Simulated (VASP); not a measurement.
Wanted: the native input for a VASP 6.6.1 run.

```
Task                   : single point
Functional             : LDA
Potentials or basis    : VASP PAW LDA potentials, release 64 (B, N)
Cutoff                 : 600 eV
k mesh                 : 4 × 4 × 4
Occupations            : gaussian, width 0.01 eV
Spin                   : no spin polarisation
Dipole correction      : no
Further INCAR settings : ALGO = Normal; EDIFF = 1e-06; NBANDS = 11
```

The structure of BN lies in POSCAR:

```
BN
1.0
    0.0000000000      1.8048254497      1.8048254497
    1.8048254497      0.0000000000      1.8048254497
    1.8048254497      1.8048254497      0.0000000000
B N
1 1
Direct
    0.0000000000      0.0000000000      0.0000000000
    0.2500000000      0.2500000000      0.2500000000
```

The input as run:

INCAR

```
SYSTEM = BN
PREC     = Accurate       ! precision mode
ENCUT    = 600            ! plane-wave cutoff, eV
EDIFF    = 1E-6           ! SCF threshold, eV
ISMEAR   = 0              ! smearing method
SIGMA    = 0.01           ! smearing width, eV
LREAL    = .FALSE.        ! projectors in reciprocal space
LASPH    = .TRUE.         ! aspherical terms in the spheres
NELM     = 120            ! most SCF steps
ALGO     = Normal         ! electronic algorithm
ISIF     = 2              ! what is computed and relaxed
LWAVE    = .FALSE.        ! write WAVECAR
LCHARG   = .FALSE.        ! write CHGCAR
NBANDS   = 11             ! bands
GGA_COMPAT= .FALSE.
```

KPOINTS

```
Automatic mesh
0
G
  4 4 4
  0 0 0
```

Potentials or basis: VASP PAW LDA potentials, release 64 (B, N).

Launch:

```bash
$ cat potpaw_LDA.64/B/POTCAR potpaw_LDA.64/N/POTCAR > POTCAR
$ mpirun -np 1 vasp_std > vasp.out
```

Results of the run:

```json
{
 "Pressure": "-8.0 GPa",
 "Band gap on the k mesh": "4.32 eV (least direct gap 8.68 eV)"
}
```

Caveat: the k points lie up to 0.75 Å⁻¹ apart.

It took 1.4 s on 1 thread of AMD EPYC 7R43 64-Core Processor (Zen 3), with other jobs on the host, peak memory 0.08 GiB.
